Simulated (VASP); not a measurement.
# Tc (Fm-3m) in VASP: notebook

Tc is run at these levels: r2SCAN+rVV10, SCAN; tasks: relaxation of cell and atoms, single point.

Program: VASP 6.6.1. These are calculated values, not measurements. Logs are shortened: lines on timing, memory, paths and dates and some standing lists are left out, and cuts for length are marked.

**1. The cell of the first run**

The structure is cubic, space group Fm-3m (No. 225). Conventional cell: a = 3.900 Å, b = 3.900 Å, c = 3.900 Å, α = 90.00°, β = 90.00°, γ = 90.00°. Within 3.6 Å of Tc (site symmetry m-3m) lie 12 Tc at 2.76 Å.

This isn't the form of Tc at room conditions, which is hcp.

**2. Relaxation of cell and atoms, r2SCAN+rVV10**

POSCAR reads:

```
Tc
1.0
    0.0000000000      1.9500000000      1.9500000000
    1.9500000000      0.0000000000      1.9500000000
    1.9500000000      1.9500000000      0.0000000000
Tc
1
Direct
    0.0000000000      0.0000000000      0.0000000000
```

INCAR.step1 reads:

```
PREC = Accurate
ENCUT = 620
ISMEAR = -1
SIGMA = 0.05
LREAL = F
LASPH = T
NELM = 120
GGA = PE
ALGO = Normal
EDIFF = 1E-5
LWAVE = T
LCHARG = F
GGA_COMPAT = F
IBRION = 2
ISIF = 3
EDIFFG = -0.005
NELMIN = 4
NSW = 100
```

INCAR.step2 reads:

```
PREC = Accurate
ENCUT = 620
EDIFF = 1E-7
ISMEAR = -1
SIGMA = 0.05
LREAL = F
LASPH = T
NELM = 120
ALGO = Normal
ISIF = 3
LWAVE = F
LCHARG = F
METAGGA = R2SCAN
LMIXTAU = T
LUSE_VDW = T
IVDW_NL = 2
BPARAM = 11.95
CPARAM = 0.0093
IBRION = 2
NSW = 60
EDIFFG = -0.01
ISTART = 1
GGA_COMPAT = F
NELMIN = 4
```

KPOINTS reads:

```
regular mesh
0
Gamma
  12 12 12
```

Potentials or basis: VASP PAW PBE potentials, release 64 (Tc_sv).

Command:

```bash
$ cat potpaw_PBE.64/Tc_sv/POTCAR > POTCAR
$ cp INCAR.step1 INCAR
$ mpirun -np 1 vasp_std > vasp.out
$ cp INCAR.step2 INCAR
$ mpirun -np 1 vasp_std > vasp.out
```

OUTCAR:

```text
PREC = Accurate
   ENCUT = 620
   EDIFF = 1E-7
   ISMEAR = -1
   LREAL = F
   LASPH = T
   NELM = 120
   ISIF = 3
   METAGGA = R2SCAN
   IVDW_NL = 2
   BPARAM = 11.95
   IBRION = 2
   NSW = 60
   EDIFFG = -0.01
   ISTART = 1
   NELMIN = 4

 ion  position               nearest neighbor table
   1  0.000  0.000  0.000-

  LATTYP: Found a face centered cubic cell.
 ALAT       =     3.9000000000

  Lattice vectors:

 A1 = (   0.0000000000,   1.9500000000,   1.9500000000)
 A2 = (   1.9500000000,   0.0000000000,   1.9500000000)
 A3 = (   1.9500000000,   1.9500000000,   0.0000000000)

Analysis of symmetry for initial positions (statically):
=====================================================================
 Subroutine PRICEL returns:
 Original cell was already a primitive cell.

 Routine SETGRP: Setting up the symmetry group for a
 face centered cubic supercell.

 Subroutine GETGRP returns: Found 48 space group operations
 (whereof 48 operations were pure point group operations)
 out of a pool of 48 trial point group operations.

The static configuration has the point symmetry O_h .

Analysis of symmetry for dynamics (positions and initial velocities):
=====================================================================
 Subroutine PRICEL returns:
 Original cell was already a primitive cell.

 Routine SETGRP: Setting up the symmetry group for a
 face centered cubic supercell.

 Subroutine GETGRP returns: Found 48 space group operations
 (whereof 48 operations were pure point group operations)
 out of a pool of 48 trial point group operations.

The dynamic configuration has the point symmetry O_h .

 Subroutine INISYM returns: Found 48 space group operations
 (whereof 48 operations are pure point group operations),
 and found     1 'primitive' translations

----------------------------------------------------------------------------------------

                                     Primitive cell

  volume of cell :      14.8297

  direct lattice vectors                    reciprocal lattice vectors
     0.000000000  1.950000000  1.950000000    -0.256410256  0.256410256  0.256410256
     1.950000000  0.000000000  1.950000000     0.256410256 -0.256410256  0.256410256
     1.950000000  1.950000000  0.000000000     0.256410256  0.256410256 -0.256410256

  length of vectors
     2.757716447  2.757716447  2.757716447     0.444115592  0.444115592  0.444115592

  position of ions in fractional coordinates (direct lattice)
     0.000000000  0.000000000  0.000000000

  ion indices of the primitive-cell ions
   primitive index   ion index
                 1           1

----------------------------------------------------------------------------------------

 KPOINTS: regular mesh

Automatic generation of k-mesh.
 Grid dimensions read from file:
 generate k-points for:   12   12   12

 Generating k-lattice:

  Cartesian coordinates                     Fractional coordinates (reciprocal lattice)
    -0.021367521  0.021367521  0.021367521     0.083333333  0.000000000  0.000000000
     0.021367521 -0.021367521  0.021367521     0.000000000  0.083333333  0.000000000
     0.021367521  0.021367521 -0.021367521     0.000000000  0.000000000  0.083333333

  Length of vectors
     0.037009633  0.037009633  0.037009633

  Shift w.r.t. Gamma in fractional coordinates (k-lattice)
     0.000000000  0.000000000  0.000000000

 Subroutine IBZKPT returns following result:
 ===========================================

 Found     72 irreducible k-points:

 Following reciprocal coordinates:
            Coordinates               Weight
  0.000000  0.000000  0.000000      1.000000
  0.083333  0.000000  0.000000      8.000000
  0.166667  0.000000  0.000000      8.000000
  0.250000  0.000000  0.000000      8.000000
  0.333333  0.000000  0.000000      8.000000
  0.416667  0.000000  0.000000      8.000000
[... 16 lines left out ...]
  0.500000  0.166667  0.000000     24.000000
 -0.416667  0.166667  0.000000     24.000000
 [... further k-points ...]
   k-points           NKPTS =     72   k-points in BZ     NKDIM =     72   number of bands    NBANDS=     11
   number of dos      NEDOS =    301   number of ions     NIONS =      1
   total plane-waves  NPLWV =  13824
   dimension x,y,z NGX =    24 NGY =   24 NGZ =   24
   dimension x,y,z NGXF=    48 NGYF=   48 NGZF=   48
   ions per type =               1
   NGX,Y,Z   is equivalent  to a cutoff of  14.47, 14.47, 14.47 a.u.
   NGXF,Y,Z  is equivalent  to a cutoff of  28.94, 28.94, 28.94 a.u.
 SYSTEM =  unknown system
   PREC   = accura    normal or accurate (medium, high low for compatibility)
   ISTART =      1    job   : 0-new  1-cont  2-samecut
   ICHARG =      0    charge: 1-file 2-atom 10-const
   ISPIN  =      1    spin polarized calculation?
   LNONCOLLINEAR =      F non collinear calculations
   LSORBIT =      F    spin-orbit coupling
   LASPH  =      T    aspherical Exc in radial PAW
   ENCUT  =  620.0 eV  45.57 Ry    6.75 a.u.   5.60  5.60  5.60*2*pi/ulx,y,z
   NELM   =    120;   NELMIN=  4; NELMDL=  0     # of ELM steps
   EDIFF  = 0.1E-06   stopping-criterion for ELM
   LREAL  =      F    real-space projection
   EDIFFG = -.1E-01   stopping-criterion for IOM
   NSW    =     60    number of steps for IOM
   IBRION =      2    ionic relax: 0-MD 1-quasi-New 2-CG
   NFREE  =      1    steps in history (QN), initial steepest desc. (CG)
   ISIF   =      3    stress and relaxation
   ISYM   =      2    0-nonsym 1-usesym 2-fastsym
   POTIM  = 0.5000    time-step for ionic-motion
   TEBEG  =    0.0;   TEEND  =   0.0 temperature during run
   PSTRESS=    0.0 pullay stress
   NELECT =      15.0000    total number of electrons
   NUPDOWN=      -1.0000    fix difference up-down
   EMIN   =  10.00;   EMAX   =-10.00  energy-range for DOS
   EFERMI =   0.00;   METHOD = LEGACY
   ISMEAR =    -1;   SIGMA  =   0.05  broadening in eV -4-tet -1-fermi 0-gaus
   EFERMI_NEDOS =   21; number of points for ismear=-14 and -15
   IALGO  =     38    algorithm
   IMIX   =      4    mixing-type and parameters
     AMIX     =   0.40;   BMIX     =  1.00
     AMIX_MAG =   1.60;   BMIX_MAG =  1.00
  volume/ion in A,a.u.               =      14.83       100.08
  Fermi-wavevector in a.u.,A,eV,Ry     =   1.643340  3.105461 36.743416  2.700565
  Thomas-Fermi vector in A             =   2.733490
   LORBIT       =      0    0 simple, 1 ext, 2 COOP (PROOUT), +10 PAW based schemes
   METAGGA = R2SCAN    functional components
   LHFCALC =     F    Hartree Fock is set to
   AEXX    =    0.0000 exact exchange contribution
   IVDW_NL    =     2    kernel type
   BPARAM     =11.9500
   IVDW    =     0    specifies the selected vdW correction
   LEPSILON=     F    determine dielectric tensor
   LRPA    =     F    only Hartree local field effects (RPA)
 conjugate gradient relaxation of ions
 non-spin polarized calculation
  energy-cutoff  :      620.00
  volume of cell :       14.83
 maximum number of plane-waves:       534
   NGX = 11   NGY = 11   NGZ = 11

--------------------------------------- Ionic step        1  -------------------------------------------

 number of electron      15.0000000 magnetization

 Free energy of the ion-electron system (eV)
  ---------------------------------------------------
  ext. energy  EPLUGINS =         0.00000000
  ---------------------------------------------------
  free energy    TOTEN  =       -25.62143592 eV

  energy without entropy =      -25.61213566  energy(sigma->0) =      -25.61678579

------------------------ aborting loop because EDIFF is reached ----------------------------------------

  FORCE on cell =-STRESS in cart. coord.  units (eV):
  Direction    XX          YY          ZZ          XY          YZ          ZX
  --------------------------------------------------------------------------------------
  -------------------------------------------------------------------------------------
  Total       -1.1864034     -1.1864034     -1.1864034     -0.0000000     -0.0000000     -0.0000000
  in kB     -128.1767122   -128.1767122   -128.1767122     -0.0000000     -0.0000000     -0.0000000
  external PRESSURE =    -128.1767122 kB  Pullay stress =       0.0000000 kB

 VOLUME and BASIS-vectors are now :
 -----------------------------------------------------------------------------
  energy-cutoff  :      620.00
  volume of cell :       14.83
      direct lattice vectors                 reciprocal lattice vectors
     0.000000000  1.950000000  1.950000000    -0.256410256  0.256410256  0.256410256
     1.950000000  0.000000000  1.950000000     0.256410256 -0.256410256  0.256410256
     1.950000000  1.950000000  0.000000000     0.256410256  0.256410256 -0.256410256
[... 176 lines left out ...]
 POSITION                                       TOTAL-FORCE (eV/Angst)
 -----------------------------------------------------------------------------------
      1.92289      1.92289      3.84578        -0.000000      0.000000     -0.000000
 -----------------------------------------------------------------------------------
    total drift:                               -0.000000     -0.000000     -0.000000

  FREE ENERGIE OF THE ION-ELECTRON SYSTEM (eV)
  ---------------------------------------------------
  free  energy   TOTEN  =       -25.6475017630 eV

  energy  without entropy=      -25.6382118782  energy(sigma->0) =      -25.64285682

--------------------------------------- Ionic step        7  -------------------------------------------

 number of electron      14.9999999 magnetization

 Free energy of the ion-electron system (eV)
  ---------------------------------------------------
  ext. energy  EPLUGINS =         0.00000000
  ---------------------------------------------------
  free energy    TOTEN  =       -25.64752406 eV

  energy without entropy =      -25.63823178  energy(sigma->0) =      -25.64287792

 E-fermi :  15.1982     XC(G=0): -15.3244

 val. band max:       15.1813507768   @ k =   0.5000   0.2500   0.0000
 cond. band min:      15.2464495644   @ k =  -0.2500   0.3333   0.0833
 fundamental gap:      0.0650987876
 Fermi energy:        15.1981901528

 k-point     1 :       0.0000    0.0000    0.0000
  band No.  band energies     occupation
      1     -53.9894      2.00000
      2     -24.4708      2.00000
      3     -24.4708      2.00000
      4     -24.4708      2.00000
      5       7.1882      2.00000
      6      13.2008      2.00000
      7      13.2008      2.00000
      8      13.2008      2.00000
      9      16.0637      0.00000
     10      16.0637      0.00000
     11      29.6034      0.00000

 k-point     2 :       0.0833    0.0000    0.0000
  band No.  band energies     occupation
      1     -53.9727      2.00000
      2     -24.5702      2.00000
      3     -24.4833      2.00000
      4     -24.4833      2.00000
      5       7.4996      2.00000
      6      13.0144      2.00000
      7      13.3351      2.00000
      8      13.3351      2.00000
      9      15.9687      0.00000
     10      15.9687      0.00000
     11      30.1644      0.00000
[... 295 lines left out ...]
 k-point    24 :      -0.4167    0.1667    0.0000
  band No.  band energies     occupation
      1     -53.7112      2.00000
      2     -25.7465      2.00000
      3     -24.9148      2.00000
      4     -24.7060      2.00000
      5      10.1119      2.00000
      6      12.1485      2.00000
      7      13.9270      2.00000
      8      14.1475      2.00000
      9      17.6945      0.00000
     10      21.2492      0.00000
     11      26.4215      0.00000

 [... further k-points ...]
[... 5 lines left out ...]
  --------------------------------------------------------------------------------------
  -------------------------------------------------------------------------------------
  Total       -0.0002760     -0.0002760     -0.0002760     -0.0000000     -0.0000000     -0.0000000
  in kB       -0.0311347     -0.0311347     -0.0311347     -0.0000000     -0.0000000     -0.0000000
  external PRESSURE =      -0.0311347 kB  Pullay stress =       0.0000000 kB

 VOLUME and BASIS-vectors are now :
 -----------------------------------------------------------------------------
  energy-cutoff  :      620.00
  volume of cell :       14.20
      direct lattice vectors                 reciprocal lattice vectors
    -0.000000000  1.922098505  1.922098505    -0.260132349  0.260132349  0.260132349
     1.922098505  0.000000000  1.922098505     0.260132349 -0.260132349  0.260132349
     1.922098505  1.922098505  0.000000000     0.260132349  0.260132349 -0.260132349

 POSITION                                       TOTAL-FORCE (eV/Angst)
 -----------------------------------------------------------------------------------
      0.00000      0.00000      0.00000         0.000000      0.000000      0.000000
 -----------------------------------------------------------------------------------
    total drift:                               -0.000000      0.000000     -0.000000

  FREE ENERGIE OF THE ION-ELECTRON SYSTEM (eV)
  ---------------------------------------------------
  free  energy   TOTEN  =       -25.6475240608 eV

  energy  without entropy=      -25.6382317807  energy(sigma->0) =      -25.64287792

 reached required accuracy - stopping structural energy minimisation
```

It took 4.1 min on 1 thread of Intel Xeon 6975P-C (Granite Rapids), shared host; peak memory 0.23 GiB.

What came out:

| Item | Value |
| --- | --- |
| Free energy | -25.6475 eV |
| Relaxed volume | 14.20 Å³/atom |
| Relaxed cell | a = 2.718 Å, b = 2.718 Å, c = 2.718 Å, α = 60.00°, β = 60.00°, γ = 60.00° |
| Space group after relaxing (to 0.1 Å) | Fm-3m (No. 225) |
| Energy gained by relaxing | 26.1 meV/atom |
| Ionic steps | 7 |
| Pressure after relaxing | 0.0 GPa |
| Band gap on the k mesh | zero (an odd number of electrons rules out a gap without spin polarisation) |

The path:
```
step  energy change (eV)  largest force (eV/Å)  pressure (GPa)  volume (Å³)
   1              0.0000                0.0000          -12.82        14.83
   2              0.2589                0.0000           57.88        12.43
   3             -0.0260                0.0000           -0.77        14.24
   4             -0.0261                0.0000           -0.12        14.21
   5             -0.0261                0.0000            0.16        14.20
   6             -0.0261                0.0000           -0.41        14.22
   7             -0.0261                0.0000            0.00        14.20
```

Final structure:
```
CELL_PARAMETERS angstrom
0.00000 1.92210 1.92210
1.92210 0.00000 1.92210
1.92210 1.92210 0.00000
ATOMIC_POSITIONS crystal
Tc 0.00000 0.00000 0.00000
```

Levels at points of the mesh, in eV from the Fermi level:
| k point | band 4 | band 5 | band 6 | band 7 | band 8 | band 9 | band 10 | band 11 |
| --- | --- | --- | --- | --- | --- | --- | --- | --- |
| (0.00, 0.00, 0.00) | -39.67 | -8.01 | -2.00 | -2.00 | -2.00 | 0.87 | 0.87 | 14.41 |
| (0.50, 0.00, 0.00) | -39.85 | -6.00 | -2.13 | -2.13 | 1.20 | 2.97 | 2.97 | 11.48 |
| (0.50, 0.50, 0.00) | -40.17 | -6.38 | -5.81 | 2.96 | 3.54 | 3.54 | 4.03 | 13.81 |

Caveat: the PAW data sets were made with another functional, which shifts forces and pressure a little.

**3. Single point, r2SCAN+rVV10**

This run uses another cell than the first one, of 14.18 Å³/atom.

POSCAR reads:

```
Tc
1.0
    0.0000000000      1.9209962425      1.9209962425
    1.9209962425      0.0000000000      1.9209962425
    1.9209962425      1.9209962425      0.0000000000
Tc
1
Direct
    0.0000000000      0.0000000000      0.0000000000
```

INCAR.step1 reads:

```
ALGO = Normal ; EDIFF = 1E-5
ENCUT = 660 ; GGA = PE
GGA_COMPAT = False ; ISMEAR = -1
LASPH = True ; LCHARG = False
LREAL = False ; LWAVE = True
NBANDS = 14 ; NELM = 120
PREC = Accurate ; SIGMA = 0.05
```

INCAR.step2 reads:

```
ALGO = Normal ; BPARAM = 11.95
CPARAM = 0.0093 ; EDIFF = 1E-6
ENCUT = 660 ; GGA_COMPAT = False
ISIF = 2 ; ISMEAR = -1
ISTART = 1 ; IVDW_NL = 2
LASPH = True ; LCHARG = False
LMIXTAU = True ; LREAL = False
LUSE_VDW = True ; LWAVE = False
METAGGA = R2SCAN ; NBANDS = 14
NELM = 120 ; PREC = Accurate
SIGMA = 0.05
```

KPOINTS reads:

```
k-points
0
Gamma
  12 12 12
```

Potentials or basis: VASP PAW PBE potentials, release 64 (Tc_sv).

Command:

```bash
$ cat potpaw_PBE.64/Tc_sv/POTCAR > POTCAR
$ cp INCAR.step1 INCAR
$ mpirun -np 1 vasp_std > vasp.out
$ cp INCAR.step2 INCAR
$ mpirun -np 1 vasp_std > vasp.out
```

Run time: 1.8 min. Hardware: 1 thread of Intel Xeon Platinum 8259CL at 2.50GHz (Skylake/Cascade Lake), shared host; peak memory 0.22 GiB.

It converged, with:

```yaml
Free_energy: -25.6471 eV
Pressure: 0.7 GPa
Band_gap_on_the_k_mesh: zero (an odd number of electrons rules out a gap without spin polarisation)
```

Levels at points of the mesh, in eV from the Fermi level:
```
           k point  band 4  band 5  band 6  band 7  band 8  band 9  band 10  band 11  band 12  band 13
(0.00, 0.00, 0.00)  -39.67   -8.02   -2.00   -2.00   -2.00    0.87     0.87    14.40    20.50    20.50
(0.50, 0.00, 0.00)  -39.85   -6.01   -2.14   -2.14    1.21    2.98     2.98    11.50    14.09    21.28
(0.50, 0.50, 0.00)  -40.17   -6.39   -5.82    2.97    3.55    3.55     4.04    13.82    13.82    15.13
```

Caveat: the PAW data sets were made with another functional, which shifts forces and pressure a little.

**4. Single point, SCAN**

INCAR reads:

```
SYSTEM = Tc
METAGGA  = SCAN           ! meta-GGA
ISMEAR   = 1              ! smearing method
SIGMA    = 0.1            ! smearing width, eV
LWAVE    = .False.        ! write WAVECAR
LCHARG   = .False.        ! write CHGCAR
ISIF     = 2              ! what is computed and relaxed
PREC     = Accurate       ! precision mode
LASPH    = .True.         ! aspherical terms in the spheres
LREAL    = .False.        ! projectors in reciprocal space
ALGO     = Normal         ! electronic algorithm
EDIFF    = 1E-6           ! SCF threshold, eV
NELM     = 120            ! most SCF steps
GGA_COMPAT= .False.      
ENCUT    = 500            ! plane-wave cutoff, eV
LMIXTAU  = .True.
```

KPOINTS reads:

```
k-points
0
Gamma
  14 14 14
```

POSCAR reads:

```
Tc
1.0
    0.0000000000      1.9500000000      1.9500000000
    1.9500000000      0.0000000000      1.9500000000
    1.9500000000      1.9500000000      0.0000000000
Tc
1
Direct
    0.0000000000      0.0000000000      0.0000000000
```

Potentials or basis: VASP PAW PBE potentials, release 64 (Tc_pv).

Command:

```bash
$ cat potpaw_PBE.64/Tc_pv/POTCAR > POTCAR
$ mpirun -np 1 vasp_std > vasp.out
```

It took 68 s on 1 thread of Intel Xeon Platinum 8488C (Sapphire Rapids), shared host; peak memory 0.14 GiB.

Results (log left out):

```yaml
Free_energy: -34.9795 eV
Pressure: -14.4 GPa
Band_gap_on_the_k_mesh: zero (an odd number of electrons rules out a gap without spin polarisation)
```

Levels at points of the mesh, in eV from the Fermi level:
| k point | band 3 | band 4 | band 5 | band 6 | band 7 | band 8 | band 9 | band 10 |
| --- | --- | --- | --- | --- | --- | --- | --- | --- |
| (0.00, 0.00, 0.00) | -39.74 | -8.11 | -1.85 | -1.85 | -1.85 | 0.95 | 0.95 | 14.61 |
| (0.50, 0.00, 0.00) | -39.91 | -5.83 | -1.93 | -1.93 | 0.89 | 2.92 | 2.92 | 10.85 |
| (0.50, 0.50, 0.00) | -40.19 | -6.01 | -5.51 | 2.94 | 3.43 | 3.43 | 3.54 | 13.35 |

Caveat: the cell stands under tension; the PAW data sets were made with another functional, which shifts forces and pressure a little.

**5. Summary**

```csv
task,level,potentials or basis,cell,k mesh,cutoff (eV),smearing,dipole correction,tolerance level,purpose,start,gap on the mesh (eV),pressure (GPa)
relaxation of cell and atoms,r2SCAN+rVV10,"VASP PAW PBE potentials, release 64 (Tc_sv)","relaxed from a = 2.758 Å, angles 60.0°, 1 atom",12 × 12 × 12,620,fermi-dirac 0.05 eV,no,-,-,-,none,0.0
single point,r2SCAN+rVV10,"VASP PAW PBE potentials, release 64 (Tc_sv)","a = 2.717 Å, angles 60.0°, 1 atom",12 × 12 × 12,660,fermi-dirac 0.05 eV,no,-,-,-,none,0.7
single point,SCAN,"VASP PAW PBE potentials, release 64 (Tc_pv)","a = 2.758 Å, angles 60.0°, 1 atom",14 × 14 × 14,500,methfessel-paxton 0.1 eV,-,tight,restart,from scratch,none,-14.4
```

Alike in all rows: no spin polarisation.

Caveats: the PAW data sets were made with another functional, which shifts forces and pressure a little; the cell stands under tension (at least some runs).

Total energies depend on the potentials used, so only differences within one code and one set of settings carry meaning.

The gap in the log of VASP goes by the Fermi energy; the results here count the filled bands.